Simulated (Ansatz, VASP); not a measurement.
# Sb: VASP beside Ansatz

File INCAR:

```
PREC = Accurate ; ENCUT = 520
EDIFF = 1E-6 ; ISMEAR = -1
SIGMA = 0.05 ; LREAL = F
LASPH = T ; NELM = 80
ALGO = Normal ; ISIF = 2
LWAVE = F ; LCHARG = F
GGA = PE ; NBANDS = 8
```

KPOINTS

```
regular mesh
0
Gamma
  19 19 19
```

POSCAR

```
Sb
1.0
   -1.4899500000      1.4899500000      2.4800000000
    1.4899500000     -1.4899500000      2.4800000000
    1.4899500000      1.4899500000     -2.4800000000
Sb
1
Direct
    0.0000000000      0.0000000000      0.0000000000
```

Input for Ansatz:

```yaml
crystal:
  lattice:
    - [-1.48995, 1.48995, 2.48]
    - [1.48995, -1.48995, 2.48]
    - [1.48995, 1.48995, -2.48]
  atoms:
    - { symbol: Sb, position: [0.0, 0.0, 0.0] }
kpoints:
  mp_grid: { grid: [19, 19, 19] }
  band_path:
    path:
      - [0.0, 0.0, 0.0]
      - [0.0, 0.0, 0.5]
      - [0.25, 0.25, 0.25]
      - [0.0, 0.5, 0.0]
      - [0.0, 0.0, 0.0]
      - [0.5, 0.5, -0.5]
      - [0.3402360417, 0.6597639583, -0.3402360417]
      - [-0.3402360417, 0.3402360417, 0.3402360417]
      - [0.0, 0.0, 0.0]
    npoints: 5
scf:
  occupations: { method: fermi_dirac, width: 0.05 }
hamiltonian:
  xc: pbe
  pseudopotentials: { kind: all_electron, lapw: { basis_error: 0.00025 } }
output:
  forces: true
  stress: true
  eigenvalues: true
```

Change from the starting cell: equal xx and yy strain of -1 %.

Alike in both runs: task single point; functional PBE; k mesh 19 × 19 × 19; occupations fermi-dirac, width 0.05 eV; no spin polarisation.

|  | VASP | Ansatz |
| --- | --- | --- |
| version | VASP 6.6.1 | Ansatz 0.2.0 |
| potentials or method | VASP PAW PBE potentials, release 64 (Sb), cutoff 520 eV | all-electron LAPW, scalar-relativistic |

|  | VASP | Ansatz | Ansatz less VASP |
| --- | --- | --- | --- |
| pressure (GPa) | 22.3 | 22.3 | 0.00 |
| traceless stress, the component that is largest in VASP (GPa) | -2.18 | -2.07 | +0.106 |

Ansatz ran all-electron here, and VASP with PAW potentials.

Neither program's run includes spin-orbit coupling.
